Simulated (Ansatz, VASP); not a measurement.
## La3GaB3 in VASP and in Ansatz

```
CELL_PARAMETERS angstrom
5.18153 0.00000 0.00000
0.00000 5.18153 0.00000
0.00000 0.00000 5.18153
ATOMIC_POSITIONS crystal
La 0.50000 0.50000 0.00000
La 0.00000 0.50000 0.50000
La 0.50000 0.00000 0.50000
B 0.50000 0.00000 0.00000
B 0.00000 0.50000 0.00000
B 0.00000 0.00000 0.50000
Ga 0.50000 0.50000 0.50000
```

Alike in both runs: task single point; functional r2SCAN; k mesh 7 × 7 × 7; no spin polarisation.

```csv
,VASP,Ansatz
version,VASP 6.6.1,Ansatz 0.2.0
potentials or method,"VASP PAW PBE potentials, release 64 (La, B, Ga_d), cutoff 520 eV",PAW plane waves
occupations,"fermi-dirac, width 0.1 eV",fermi-dirac
valence electrons in the cell,55,55
```

|  | VASP | Ansatz | Ansatz less VASP |
| --- | --- | --- | --- |
| pressure (GPa) | 26.1 | 26.1 | -0.01 |

VASP's potentials were made for PBE, not for r2SCAN.

Neither program's run includes spin-orbit coupling.
